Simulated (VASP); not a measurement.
## ZnS: single point with LDA

The system is ZnS.

```
Zn S
1.0
     0.00000    2.40595    2.40595
     2.40595    0.00000    2.40595
     2.40595    2.40595    0.00000
Zn S
1 1
Direct
  0.00000 0.00000 0.00000
  0.50000 0.50000 0.50000
```

```json
{
 "Program": "VASP 6.6.1",
 "Task": "single point",
 "Functional": "LDA",
 "Potentials or basis": "VASP PAW LDA potentials, release 64 (Zn, S)",
 "Cutoff": "500 eV",
 "k mesh": "14 × 14 × 14",
 "Occupations": "gaussian, width 0.05 eV",
 "Spin": "no spin polarisation",
 "Dipole correction": "no",
 "Further INCAR settings": "ALGO = Normal; EDIFF = 1e-06; NBANDS = 16"
}
```

- Pressure: 13.1 GPa
- Band gap on the k mesh: zero (bands 9 and 10 overlap by 0.55 eV)

Levels at points of the mesh, in eV from the Fermi level:
| k point | band 7 | band 8 | band 9 | band 10 | band 11 | band 12 |
| --- | --- | --- | --- | --- | --- | --- |
| (0.00, 0.00, 0.00) | -0.84 | -0.84 | -0.84 | 3.00 | 8.92 | 8.92 |
| (0.50, 0.00, 0.00) | -5.98 | -0.07 | -0.07 | 3.70 | 5.21 | 5.21 |
| (0.50, 0.50, 0.00) | -5.94 | -3.28 | -3.28 | -0.52 | 4.87 | 13.27 |

It took 65 s on 1 thread of Intel(R) Xeon(R) Platinum 8375C CPU @ 2.90GHz (Ice Lake), with other jobs on the host, peak memory 0.17 GiB.

Caveat: the cell stands under pressure; semilocal functionals underestimate gaps, so a narrow gap can read as zero.
